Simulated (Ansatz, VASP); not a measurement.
One calculation of Ta2AlC2N, two programs

```xyz
6
Lattice="2.7300 -4.7267 0.0000 2.7300 4.7267 0.0000 0.0000 0.0000 3.0973" Properties=species:S:1:pos:R:3 pbc="T T T"
Ta    1.3650    2.3634    1.5487
Ta    1.3650   -2.3634    1.5487
Al    2.7300    0.0000    0.0000
C     2.7300    3.1484    0.0000
C     2.7300   -3.1484    0.0000
N     0.0000    0.0000    1.5487
```

Change from the starting cell: species swapped into the CeB2Ir2Rh type (Cmmm, No. 65).

Alike in both runs: task single point; functional PBE; k mesh 4 × 4 × 6; occupations gaussian, width 0.1 eV; no spin polarisation.

|  | VASP | Ansatz |
| --- | --- | --- |
| version | VASP 6.6.1 | Ansatz 0.2.0 |
| potentials or method | VASP PAW PBE potentials, release 64 (Ta_pv, Al, C, N), cutoff 520 eV | scalar-relativistic, plane waves, PAW |
| valence electrons in the cell | 38 | 42 |

|  | VASP | Ansatz | Ansatz less VASP |
| --- | --- | --- | --- |
| gap on the k mesh at the Fermi level (eV) | none | none | - |
| pressure (GPa) | -5.4 | -5.6 | -0.26 |
| traceless stress, the component that is largest in VASP (GPa) | 11.23 | 11.20 | -0.029 |
| rms of the force components (eV/Å) | 0.154 | 0.165 | +0.0110 |

Atom by atom the forces differ by 0.011 eV/Å (rms over components). A gap of «none» marks a metal or a gap that the smearing closes. VASP's potentials hold 38 valence electrons a cell and Ansatz's 42, so a difference there can come from the potentials and not from the codes.

Spin-orbit coupling is off throughout.
